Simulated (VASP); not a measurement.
Ge: single point with LDA

Crystal: Ge.

```xyz
2
Lattice="1.4881 -2.5947 0.0000 1.4881 2.5947 0.0000 0.0000 0.0000 4.7276" Properties=species:S:1:pos:R:3 pbc="T T T"
Ge    1.4454   -0.9655    0.9985
Ge    1.5224    0.9608    3.5025
```

| Quantity | Value |
| --- | --- |
| Program | VASP 6.6.1 |
| Task | single point |
| Functional | LDA |
| Potentials or basis | VASP PAW LDA potentials, release 64 (Ge_d) |
| Cutoff | 520 eV |
| k mesh | 8 × 8 × 4 |
| Occupations | fermi-dirac, width 0.1 eV |
| Spin | no spin polarisation |
| Dipole correction | no |
| Further INCAR settings | ALGO = Normal; EDIFF = 1e-06; NBANDS = 21 |

```
Pressure               : -0.3 GPa
Largest force          : 0.491 eV/Å
Band gap on the k mesh : zero (bands 14 and 15 overlap by 8.77 eV)
```

Forces in eV/Å, atoms in the order of the input:
```
Ge  -0.008  0.002  0.491
Ge   0.008 -0.002 -0.491
```

Stress tensor (GPa, compression positive):
```
-2.11  0.13  0.51
 0.13 -3.24  0.44
 0.51  0.44  4.51
```

Levels at points of the mesh, in eV from the Fermi level:
```
           k point  band 12  band 13  band 14  band 15  band 16  band 17
(0.00, 0.00, 0.00)    -7.67    -5.63     6.04     6.77     7.76     9.05
(0.50, 0.00, 0.00)    -7.40    -2.45    -1.54    -0.86     1.26     2.27
(0.00, 0.50, 0.00)    -7.71    -2.28    -1.63    -0.49     0.72     2.23
(0.50, 0.50, 0.00)    -6.95    -2.80    -1.62    -1.22     2.09     2.29
(0.00, 0.00, 0.50)   -11.36     1.26     2.18     7.05     7.35     7.64
(0.50, 0.00, 0.50)    -6.95    -5.35    -4.77     3.33     4.08     4.91
(0.00, 0.50, 0.50)    -7.01    -5.35    -4.96     3.38     4.23     4.97
(0.50, 0.50, 0.50)    -7.03    -5.22    -4.48     3.49     4.43     4.56
```

It took 35 s on 1 thread of AMD EPYC 9R45 96-Core Processor (Zen 5), with other jobs on the host, peak memory 0.16 GiB.
